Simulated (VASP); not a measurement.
Crystal: Be2Te.

```
CELL_PARAMETERS angstrom
5.41340 0.00000 0.00000
0.00000 5.41340 0.00000
0.00000 0.00000 3.48678
ATOMIC_POSITIONS crystal
Be 0.30600 0.30600 0.00000
Be 0.19400 0.80600 0.50000
Be 0.69400 0.69400 0.00000
Be 0.80600 0.19400 0.50000
Te 0.00000 0.00000 0.00000
Te 0.50000 0.50000 0.50000
```

- Program: VASP 6.6.1
- Task: relaxation of cell and atoms
- Functional: PBE
- Potentials or basis: VASP PAW PBE potentials, release 64 (Be, Te)
- Cutoff: 600 eV
- k mesh: 4 × 4 × 6
- Occupations: gaussian, width 0.1 eV
- Spin: no spin polarisation

At the start: pressure 16.8 GPa; volume 17.03 Å³/atom.

Question: How do energy, volume and symmetry change on relaxing?

Answer: Over 10 steps the energy falls by 205.1 meV/atom and the volume is 21.68 Å³/atom (+27.3 %); space group P4_2/mnm (No. 136, to 0.05 Å).

The path:
| step | energy change (eV) | largest force (eV/Å) | pressure (GPa) | volume (Å³) |
| --- | --- | --- | --- | --- |
| 1 | 0.0000 | 0.9671 | 16.75 | 102.18 |
| 2 | -1.1735 | 0.0609 | -0.49 | 130.68 |
| 3 | -1.1855 | 0.0079 | 0.47 | 126.65 |
| 4 | -1.1855 | 0.0024 | 0.33 | 127.17 |
| 5 | -1.2064 | 0.0410 | 0.08 | 128.43 |
| 6 | -1.2260 | 0.0798 | -0.23 | 130.85 |
| 7 | -1.2264 | 0.0826 | -0.27 | 131.22 |
| 8 | -1.2289 | 0.0657 | -0.03 | 130.41 |
| 9 | -1.2293 | 0.0568 | 0.11 | 129.97 |
| 10 | -1.2305 | 0.0170 | 0.01 | 130.07 |

Final structure:
```cif
data_structure
_symmetry_space_group_name_H-M 'P 1'
_symmetry_Int_Tables_number 1
_cell_length_a 5.8705
_cell_length_b 5.8705
_cell_length_c 3.7744
_cell_angle_alpha 90.000
_cell_angle_beta 90.000
_cell_angle_gamma 90.000
_cell_volume 130.07
loop_
_atom_site_label
_atom_site_type_symbol
_atom_site_fract_x
_atom_site_fract_y
_atom_site_fract_z
_atom_site_occupancy
Be1 Be 0.29847 0.29847 0.00000 1
Be2 Be 0.20153 0.79847 0.50000 1
Be3 Be 0.70153 0.70153 0.00000 1
Be4 Be 0.79847 0.20153 0.50000 1
Te1 Te 0.00000 0.00000 0.00000 1
Te2 Te 0.50000 0.50000 0.50000 1
```

Caveat: the volume moved by over 15 % at a fixed basis, so the end points are rough.
